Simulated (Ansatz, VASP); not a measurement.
**CaSe: VASP beside Ansatz**

Contents of INCAR:

```
  PREC = Accurate
  ENCUT = 520
  EDIFF = 1E-7
  ISMEAR = -1
  SIGMA = 0.05
  LREAL = False
  LASPH = True
  NELM = 80
  ALGO = Normal
  ISIF = 2
  LWAVE = False
  LCHARG = False
  GGA = CA
  NBANDS = 15
```

Contents of KPOINTS:

```
Automatic mesh
0
Gamma
  8 8 8
```

File POSCAR:

```
CaSe
1.0
    0.0000000000      2.8956565374      2.8956565374
    2.8956565374      0.0000000000      2.8956565374
    2.8956565374      2.8956565374      0.0000000000
Se Ca
1 1
Direct
    0.5000000000      0.5000000000      0.5000000000
    0.0000000000      0.0000000000      0.0000000000
```

The input input.yaml:

```yaml
crystal:
  lattice:
    - [0.0, 2.8956565374, 2.8956565374]
    - [2.8956565374, 0.0, 2.8956565374]
    - [2.8956565374, 2.8956565374, 0.0]
  atoms:
    - { symbol: Se, position: [0.5, 0.5, 0.5] }
    - { symbol: Ca, position: [0.0, 0.0, 0.0] }
hamiltonian:
  xc: lda
  pseudopotentials: { kind: paw }
kpoints:
  mp_grid: { grid: [8, 8, 8] }
scf:
  occupations: { method: fermi_dirac, width: 0.05 }
output:
  forces: true
  stress: true
  eigenvalues: true
```

Alike in both runs: task single point; functional LDA; k mesh 8 × 8 × 8; occupations fermi-dirac, width 0.05 eV; no spin polarisation.

```csv
,VASP,Ansatz
version,VASP 6.6.1,Ansatz 0.2.0
potentials or method,"VASP PAW LDA potentials, release 64 (Se, Ca_sv)",Ansatz PAW
plane-wave cutoff (eV),520,420
valence electrons in the cell,16,26
```

|  | VASP | Ansatz | Ansatz less VASP |
| --- | --- | --- | --- |
| gap on the k mesh at the Fermi level (eV) | 1.70 | 1.72 | +0.020 |
| least direct gap on the mesh (eV) | 2.70 | 2.72 | +0.018 |
| pressure (GPa) | 0.3 | 0.0 | -0.29 |

LDA's correlation is that of Perdew and Zunger in VASP and of Perdew and Wang (1992) in Ansatz. VASP's potentials hold 16 valence electrons a cell and Ansatz's 26, so a difference there can come from the potentials and not from the codes.
